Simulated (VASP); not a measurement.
# HfBiBr3 (Pm-3m) in VASP: further runs, part 2 of 2

VASP 6.6.1. The steps go on from the part before.

**4. Single point, PBE**

This run uses another cell than the first one, of 29.85 Å³/atom.

Contents of INCAR:

```
  ALGO = Normal
  EDIFF = 1E-6
  ENCUT = 520
  GGA = PE
  ISIF = 2
  ISMEAR = 0
  LASPH = T
  LCHARG = F
  LREAL = F
  LWAVE = F
  NBANDS = 31
  NELM = 60
  PREC = Accurate
  SIGMA = 0.1
```

Contents of KPOINTS:

```
k-points
0
Gamma
  8 8 8
```

Contents of POSCAR:

```
HfBiBr3
1.0
    5.3043851116      0.0000000000      0.0000000000
    0.0000000000      5.3043851116      0.0000000000
    0.0000000000      0.0000000000      5.3043851116
Hf Bi Br
1 1 3
Direct
    0.0000000000      0.0000000000      0.0000000000
    0.5000000000      0.5000000000      0.5000000000
    0.5000000000      0.0000000000      0.0000000000
    0.0000000000      0.5000000000      0.0000000000
    0.0000000000      0.0000000000      0.5000000000
```

Potentials or basis: VASP PAW PBE potentials, release 64 (Hf_pv, Bi_d, Br).

The run is started by

```sh
$ cat potpaw_PBE.64/Hf_pv/POTCAR potpaw_PBE.64/Bi_d/POTCAR potpaw_PBE.64/Br/POTCAR > POTCAR
$ mpirun -np 1 vasp_std > vasp.out
```

OUTCAR:

```text
EDIFF = 1E-6
   ENCUT = 520
   GGA = PE
   ISIF = 2
   ISMEAR = 0
   LASPH = T
   LREAL = F
   NELM = 60
   PREC = Accurate

 ion  position               nearest neighbor table
   1  0.000  0.000  0.000-   3 2.65   4 2.65   5 2.65   5 2.65   4 2.65   3 2.65
   2  0.500  0.500  0.500-
   3  0.500  0.000  0.000-   1 2.65   1 2.65
   4  0.000  0.500  0.000-   1 2.65   1 2.65
   5  0.000  0.000  0.500-   1 2.65   1 2.65

  LATTYP: Found a simple cubic cell.
 ALAT       =     5.3043851116

  Lattice vectors:

 A1 = (   5.3043851116,   0.0000000000,   0.0000000000)
 A2 = (   0.0000000000,   5.3043851116,   0.0000000000)
 A3 = (   0.0000000000,   0.0000000000,   5.3043851116)

Analysis of symmetry for initial positions (statically):
=====================================================================
 Subroutine PRICEL returns:
 Original cell was already a primitive cell.

 Routine SETGRP: Setting up the symmetry group for a
 simple cubic supercell.

[... 171 lines left out ...]
  energy without entropy =      -19.84884296  energy(sigma->0) =      -19.86853088

 E-fermi :   4.4130     XC(G=0):  -9.1650

 val. band max:        4.4088739174   @ k =   0.3750   0.1250   0.1250
 cond. band min:       4.4133407987   @ k =   0.5000   0.1250   0.0000
 fundamental gap:      0.0044668814
 Fermi energy:         4.4129604868

 k-point     1 :       0.0000    0.0000    0.0000
  band No.  band energies     occupation
      1     -28.3798      2.00000
      2     -28.3798      2.00000
      3     -28.3798      2.00000
      4     -18.4943      2.00000
      5     -18.4943      2.00000
      6     -18.4935      2.00000
[... 805 lines left out ...]
     30       9.7164      0.00000
     31       9.8394      0.00000

 [... further k-points ...]

------------------------ aborting loop because EDIFF is reached ----------------------------------------

  FORCE on cell =-STRESS in cart. coord.  units (eV):
  Direction    XX          YY          ZZ          XY          YZ          ZX
  --------------------------------------------------------------------------------------
  -------------------------------------------------------------------------------------
  Total       -0.2234486     -0.2234486     -0.2234486     -0.0000000      0.0000000      0.0000000
  in kB       -2.3987392     -2.3987392     -2.3987392     -0.0000000      0.0000000      0.0000000
  external PRESSURE =      -2.3987392 kB  Pullay stress =       0.0000000 kB

 VOLUME and BASIS-vectors are now :
 -----------------------------------------------------------------------------
  energy-cutoff  :      520.00
  volume of cell :      149.25
      direct lattice vectors                 reciprocal lattice vectors
     5.304385112  0.000000000  0.000000000     0.188523265  0.000000000  0.000000000
     0.000000000  5.304385112  0.000000000     0.000000000  0.188523265  0.000000000
     0.000000000  0.000000000  5.304385112     0.000000000  0.000000000  0.188523265

 POSITION                                       TOTAL-FORCE (eV/Angst)
 -----------------------------------------------------------------------------------
      0.00000      0.00000      0.00000         0.000000      0.000000      0.000000
      2.65219      2.65219      2.65219         0.000000      0.000000      0.000000
      2.65219      0.00000      0.00000         0.000000      0.000000      0.000000
      0.00000      2.65219      0.00000         0.000000      0.000000      0.000000
      0.00000      0.00000      2.65219         0.000000      0.000000      0.000000
 -----------------------------------------------------------------------------------
    total drift:                               -0.000000      0.000000     -0.000000

  FREE ENERGIE OF THE ION-ELECTRON SYSTEM (eV)
  ---------------------------------------------------
  free  energy   TOTEN  =       -19.8882188016 eV

  energy  without entropy=      -19.8488429564  energy(sigma->0) =      -19.86853088
```

Wall time 86 s (1 thread of Intel Xeon 6975P-C (Granite Rapids), shared host); peak memory 0.34 GiB.

What came out:

* Free energy: -19.8882 eV
* Pressure: -0.2 GPa
* Band gap on the k mesh: zero (bands 23 and 24 overlap by 1.10 eV)

Caveat: spin-orbit coupling is left out, which moves the levels of the heavy elements.

**5. Relaxation of cell and atoms, PBE**

Contents of INCAR:

```
PREC = Accurate
ENCUT = 600
EDIFF = 1E-7
ISMEAR = 0
SIGMA = 0.1
LREAL = F
LASPH = T
NELM = 80
ALGO = Normal
ISIF = 3
LWAVE = F
LCHARG = F
GGA = PE
IBRION = 2
NSW = 90
EDIFFG = -0.04
```

Contents of KPOINTS:

```
Automatic mesh
0
Gamma
  4 4 4
```

POSCAR: that of step 4 with these lines changed.

```diff
@@ -2,5 +2,5 @@
 1.0
-    5.3043851116      0.0000000000      0.0000000000
-    0.0000000000      5.3043851116      0.0000000000
-    0.0000000000      0.0000000000      5.3043851116
+    5.1647132400      0.0000000000      0.0000000000
+    0.0000000000      5.1647132400      0.0000000000
+    0.0000000000      0.0000000000      5.1647132400
 Hf Bi Br
```

Potentials or basis: VASP PAW PBE potentials, release 64 (Hf_pv, Bi_d, Br).

The run is started by

```sh
$ cat potpaw_PBE.64/Hf_pv/POTCAR potpaw_PBE.64/Bi_d/POTCAR potpaw_PBE.64/Br/POTCAR > POTCAR
$ mpirun -np 1 vasp_std > vasp.out
```

OUTCAR:

```text
PREC = Accurate
   ENCUT = 600
   EDIFF = 1E-7
   ISMEAR = 0
   LREAL = F
   LASPH = T
   NELM = 80
   ISIF = 3
   GGA = PE
   IBRION = 2
   NSW = 90
   EDIFFG = -0.04

 ion  position               nearest neighbor table
   1  0.000  0.000  0.000-   3 2.58   4 2.58   5 2.58   5 2.58   4 2.58   3 2.58
   2  0.500  0.500  0.500-
   3  0.500  0.000  0.000-   1 2.58   1 2.58
   4  0.000  0.500  0.000-   1 2.58   1 2.58
   5  0.000  0.000  0.500-   1 2.58   1 2.58

  LATTYP: Found a simple cubic cell.
 ALAT       =     5.1647132400

  Lattice vectors:

 A1 = (   5.1647132400,   0.0000000000,   0.0000000000)
 A2 = (   0.0000000000,   5.1647132400,   0.0000000000)
 A3 = (   0.0000000000,   0.0000000000,   5.1647132400)

Analysis of symmetry for initial positions (statically):
=====================================================================
 Subroutine PRICEL returns:
 Original cell was already a primitive cell.

 Routine SETGRP: Setting up the symmetry group for a
 simple cubic supercell.

 Subroutine GETGRP returns: Found 48 space group operations
 (whereof 48 operations were pure point group operations)
 out of a pool of 48 trial point group operations.
[... 143 lines left out ...]
 NGX is ok and might be reduce to    42
   NGX = 21   NGY = 21   NGZ = 21

--------------------------------------- Ionic step        1  -------------------------------------------

 number of electron      45.9999995 magnetization

 Free energy of the ion-electron system (eV)
  ---------------------------------------------------
  ext. energy  EPLUGINS =         0.00000000
  ---------------------------------------------------
  free energy    TOTEN  =       -19.65644905 eV

  energy without entropy =      -19.59705247  energy(sigma->0) =      -19.62675076

------------------------ aborting loop because EDIFF is reached ----------------------------------------

  FORCE on cell =-STRESS in cart. coord.  units (eV):
  Direction    XX          YY          ZZ          XY          YZ          ZX
  --------------------------------------------------------------------------------------
  -------------------------------------------------------------------------------------
  Total        3.7453984      3.7453984      3.7453984      0.0000000     -0.0000000      0.0000000
  in kB       43.5582043     43.5582043     43.5582043      0.0000000     -0.0000000      0.0000000
  external PRESSURE =      43.5582043 kB  Pullay stress =       0.0000000 kB
[... 65 lines left out ...]
--------------------------------------- Ionic step        3  -------------------------------------------

 number of electron      46.0000009 magnetization

 Free energy of the ion-electron system (eV)
  ---------------------------------------------------
  ext. energy  EPLUGINS =         0.00000000
  ---------------------------------------------------
  free energy    TOTEN  =       -19.80169102 eV

  energy without entropy =      -19.73686151  energy(sigma->0) =      -19.76927627

 E-fermi :   4.4162     XC(G=0):  -9.1635

 val. band max:        4.4089845900   @ k =   0.2500   0.0000   0.0000
 cond. band min:       4.4451995130   @ k =   0.5000   0.5000   0.2500
 fundamental gap:      0.0362149229
 Fermi energy:         4.4161778058

 k-point     1 :       0.0000    0.0000    0.0000
  band No.  band energies     occupation
      1     -28.4147      2.00000
      2     -28.4147      2.00000
      3     -28.4147      2.00000
      4     -18.4874      2.00000
      5     -18.4874      2.00000
      6     -18.4866      2.00000
[... 321 lines left out ...]
  FREE ENERGIE OF THE ION-ELECTRON SYSTEM (eV)
  ---------------------------------------------------
  free  energy   TOTEN  =       -19.8016910237 eV

  energy  without entropy=      -19.7368615077  energy(sigma->0) =      -19.76927627

 reached required accuracy - stopping structural energy minimisation
```

OSZICAR:

```text
N       E                     dE             d eps       ncg     rms          rms(c)
DAV:   1     0.438044055707E+03    0.43804E+03   -0.24023E+04   540   0.183E+03
DAV:   2     0.235873566330E+02   -0.41446E+03   -0.40558E+03   619   0.429E+02
DAV:   3    -0.188230741852E+02   -0.42410E+02   -0.41718E+02   666   0.134E+02
[... 42 lines left out ...]
DAV:   8    -0.198016949931E+02    0.14253E-03   -0.11790E-04   611   0.583E-02    0.198E-02
DAV:   9    -0.198016930508E+02    0.19423E-05   -0.11763E-05   601   0.182E-02    0.999E-03
DAV:  10    -0.198016914323E+02    0.16185E-05   -0.23596E-06   632   0.720E-03    0.763E-03
DAV:  11    -0.198016909822E+02    0.45014E-06   -0.35828E-07   446   0.316E-03    0.251E-03
DAV:  12    -0.198016910237E+02   -0.41532E-07   -0.39708E-08   294   0.136E-03
   3 F= -.19801691E+02 E0= -.19769276E+02  d E =-.145242E+00
```

It took 88 s on 1 thread of Intel Xeon 6975P-C (Granite Rapids), shared host; peak memory 0.29 GiB.

What came out:

- Free energy: -19.8017 eV
- Relaxed volume: 29.86 Å³/atom
- Relaxed cell: a = 5.305 Å, b = 5.305 Å, c = 5.305 Å, α = 90.00°, β = 90.00°, γ = 90.00°
- Space group after relaxing (to 0.1 Å): Pm-3m (No. 221)
- Energy gained by relaxing: 29.0 meV/atom
- Ionic steps: 3
- Pressure after relaxing: 0.0 GPa
- Band gap on the k mesh: zero (bands 23 and 24 overlap by 1.12 eV)

Step by step:
```
step  energy change (eV)  largest force (eV/Å)  pressure (GPa)  volume (Å³)
   1              0.0000                0.0000            4.36       137.76
   2             -0.1318                0.0000           -1.08       153.25
   3             -0.1452                0.0000            0.01       149.29
```

Final structure:
```
Hf Bi Br
1.0
     5.30487    0.00000    0.00000
     0.00000    5.30487    0.00000
     0.00000    0.00000    5.30487
Hf Bi Br
1 1 3
Direct
  0.00000 0.00000 0.00000
  0.50000 0.50000 0.50000
  0.50000 0.00000 0.00000
  0.00000 0.50000 0.00000
  0.00000 0.00000 0.50000
```

Caveat: spin-orbit coupling is left out, which moves the levels of the heavy elements.

**6. Relaxation of cell and atoms, PBE**

This run uses another cell than the first one, of 30.11 Å³/atom.

Contents of INCAR:

```
SYSTEM = HfBiBr3
PREC = Accurate
ENCUT = 600
EDIFF = 1E-6
ISMEAR = 0
SIGMA = 0.1
LREAL = .FALSE.
LASPH = .TRUE.
NELM = 60
ALGO = Normal
ISIF = 3
LWAVE = .FALSE.
LCHARG = .FALSE.
GGA = PE
IBRION = 2
NSW = 100
EDIFFG = -0.01
```

Contents of KPOINTS:

```
Automatic mesh
0
G
  8 8 8
  0 0 0
```

POSCAR: that of step 5 with these lines changed.

```diff
@@ -2,5 +2,5 @@
 1.0
-    5.1647132400      0.0000000000      0.0000000000
-    0.0000000000      5.1647132400      0.0000000000
-    0.0000000000      0.0000000000      5.1647132400
+    5.3197360722      0.0000000000      0.0000000000
+    0.0000000000      5.3197360722      0.0000000000
+    0.0000000000      0.0000000000      5.3197360722
 Hf Bi Br
```

Potentials or basis: VASP PAW PBE potentials, release 64 (Hf_pv, Bi_d, Br).

The run is started by

```sh
$ cat potpaw_PBE.64/Hf_pv/POTCAR potpaw_PBE.64/Bi_d/POTCAR potpaw_PBE.64/Br/POTCAR > POTCAR
$ mpirun -np 1 vasp_std > vasp.out
```

OUTCAR:

```text
SYSTEM = HfBiBr3
   PREC = Accurate
   ENCUT = 600
   EDIFF = 1E-6
   ISMEAR = 0
   LREAL = .FALSE.
   LASPH = .TRUE.
   NELM = 60
   ISIF = 3
   GGA = PE
   IBRION = 2
   NSW = 100
   EDIFFG = -0.01

 ion  position               nearest neighbor table
   1  0.000  0.000  0.000-   3 2.66   4 2.66   5 2.66   5 2.66   4 2.66   3 2.66
   2  0.500  0.500  0.500-
   3  0.500  0.000  0.000-   1 2.66   1 2.66
   4  0.000  0.500  0.000-   1 2.66   1 2.66
   5  0.000  0.000  0.500-   1 2.66   1 2.66

  LATTYP: Found a simple cubic cell.
 ALAT       =     5.3197360722

  Lattice vectors:

 A1 = (   5.3197360722,   0.0000000000,   0.0000000000)
 A2 = (   0.0000000000,   5.3197360722,   0.0000000000)
 A3 = (   0.0000000000,   0.0000000000,   5.3197360722)

Analysis of symmetry for initial positions (statically):
=====================================================================
 Subroutine PRICEL returns:
 Original cell was already a primitive cell.

 Routine SETGRP: Setting up the symmetry group for a
 simple cubic supercell.

 Subroutine GETGRP returns: Found 48 space group operations
[... 177 lines left out ...]
  Direction    XX          YY          ZZ          XY          YZ          ZX
  --------------------------------------------------------------------------------------
  -------------------------------------------------------------------------------------
  Total       -0.5515877     -0.5515877     -0.5515877      0.0000000     -0.0000000     -0.0000000
  in kB       -5.8702275     -5.8702275     -5.8702275      0.0000000     -0.0000000     -0.0000000
  external PRESSURE =      -5.8702275 kB  Pullay stress =       0.0000000 kB
[... 65 lines left out ...]
--------------------------------------- Ionic step        3  -------------------------------------------

 number of electron      46.0000007 magnetization

 Free energy of the ion-electron system (eV)
  ---------------------------------------------------
  ext. energy  EPLUGINS =         0.00000000
  ---------------------------------------------------
  free energy    TOTEN  =       -19.88891274 eV

  energy without entropy =      -19.84995938  energy(sigma->0) =      -19.86943606

 E-fermi :   4.4581     XC(G=0):  -9.1877

 val. band max:        4.4569269912   @ k =   0.5000   0.1250   0.0000
 cond. band min:       4.4735264596   @ k =   0.2500   0.0000   0.0000
 fundamental gap:      0.0165994684
 Fermi energy:         4.4581349108

 k-point     1 :       0.0000    0.0000    0.0000
  band No.  band energies     occupation
      1     -28.3219      2.00000
      2     -28.3219      2.00000
      3     -28.3219      2.00000
      4     -18.4517      2.00000
      5     -18.4517      2.00000
      6     -18.4509      2.00000
[... 709 lines left out ...]
     26       5.5312      0.00000
     27       5.8845      0.00000

 [... further k-points ...]

------------------------ aborting loop because EDIFF is reached ----------------------------------------

  FORCE on cell =-STRESS in cart. coord.  units (eV):
  Direction    XX          YY          ZZ          XY          YZ          ZX
  --------------------------------------------------------------------------------------
  -------------------------------------------------------------------------------------
  Total        0.0048389      0.0048389      0.0048389      0.0000000      0.0000000      0.0000000
  in kB        0.0522063      0.0522063      0.0522063      0.0000000      0.0000000      0.0000000
  external PRESSURE =       0.0522063 kB  Pullay stress =       0.0000000 kB
[... 20 lines left out ...]
  FREE ENERGIE OF THE ION-ELECTRON SYSTEM (eV)
  ---------------------------------------------------
  free  energy   TOTEN  =       -19.8889127358 eV

  energy  without entropy=      -19.8499593771  energy(sigma->0) =      -19.86943606

 reached required accuracy - stopping structural energy minimisation
```

OSZICAR:

```text
N       E                     dE             d eps       ncg     rms          rms(c)
DAV:   1     0.427394916074E+03    0.42739E+03   -0.23805E+04  1890   0.180E+03
DAV:   2     0.250847139104E+02   -0.40231E+03   -0.39363E+03  2224   0.414E+02
DAV:   3    -0.195195981226E+02   -0.44604E+02   -0.43667E+02  2344   0.133E+02
DAV:   4    -0.213464825812E+02   -0.18269E+01   -0.18000E+01  2210   0.291E+01
[... 26 lines left out ...]
DAV:   4    -0.198889263184E+02    0.29667E-03   -0.50851E-04  2204   0.134E-01    0.223E-02
DAV:   5    -0.198889170464E+02    0.92720E-05   -0.37076E-05  2176   0.403E-02    0.256E-02
DAV:   6    -0.198889158111E+02    0.12353E-05   -0.19289E-06  1693   0.822E-03    0.162E-02
DAV:   7    -0.198889127879E+02    0.30232E-05   -0.18534E-06  1399   0.816E-03    0.898E-03
DAV:   8    -0.198889127358E+02    0.52082E-07   -0.13892E-07  1059   0.289E-03
   3 F= -.19888913E+02 E0= -.19869436E+02  d E =-.379034E-02
```

Run time: 3.2 min. Hardware: 1 thread of Intel Xeon 6975P-C (Granite Rapids), shared host; peak memory 0.39 GiB.

Results:

```yaml
Free_energy: -19.8889 eV
Relaxed_volume: 29.70 Å³/atom
Relaxed_cell: a = 5.296 Å, b = 5.296 Å, c = 5.296 Å, α = 90.00°, β = 90.00°, γ = 90.00°
Space_group_after_relaxing_to_0.1_Å: Pm-3m (No. 221)
Energy_gained_by_relaxing: 0.8 meV/atom
Ionic_steps: 3
Pressure_after_relaxing: 0.0 GPa
Band_gap_on_the_k_mesh: zero (bands 23 and 24 overlap by 1.11 eV)
```

The path:
| step | energy change (eV) | largest force (eV/Å) | pressure (GPa) | volume (Å³) |
| --- | --- | --- | --- | --- |
| 1 | 0.0000 | 0.0000 | -0.59 | 150.55 |
| 2 | -0.0037 | 0.0000 | 0.10 | 148.16 |
| 3 | -0.0038 | 0.0000 | 0.01 | 148.50 |

Final structure:
```
Hf Bi Br
1.0
     5.29557    0.00000    0.00000
     0.00000    5.29557    0.00000
     0.00000    0.00000    5.29557
Hf Bi Br
1 1 3
Direct
  0.00000 0.00000 0.00000
  0.50000 0.50000 0.50000
  0.50000 0.00000 0.00000
  0.00000 0.50000 0.00000
  0.00000 0.00000 0.50000
```

Caveat: spin-orbit coupling is left out, which moves the levels of the heavy elements.

**7. The runs side by side**

```csv
task,cell,k mesh,cutoff (eV),gap on the mesh (eV),pressure (GPa),relaxed volume (Å³/atom)
single point,"a = 5.165 Å, 5 atoms",4 × 4 × 4,520,none,4.4,-
single point,"a = 5.320 Å, 5 atoms",4 × 4 × 4,520,none,-0.4,-
single point,"a = 5.304 Å, 5 atoms",8 × 8 × 8,520,none,-0.2,-
relaxation of cell and atoms,"relaxed from a = 5.165 Å, 5 atoms",4 × 4 × 4,600,none,0.0,29.86
relaxation of cell and atoms,"relaxed from a = 5.320 Å, 5 atoms",8 × 8 × 8,600,none,0.0,29.70
```

Alike in all rows: level PBE; potentials or basis VASP PAW PBE potentials, release 64 (Hf_pv, Bi_d, Br); no spin polarisation; smearing gaussian 0.1 eV.

Caveats: spin-orbit coupling is left out, which moves the levels of the heavy elements; the cell stands under pressure (at least some runs).

Absolute energies hang on the potentials; compare differences alone.

The gap in the log of VASP goes by the Fermi energy; the results here count the filled bands.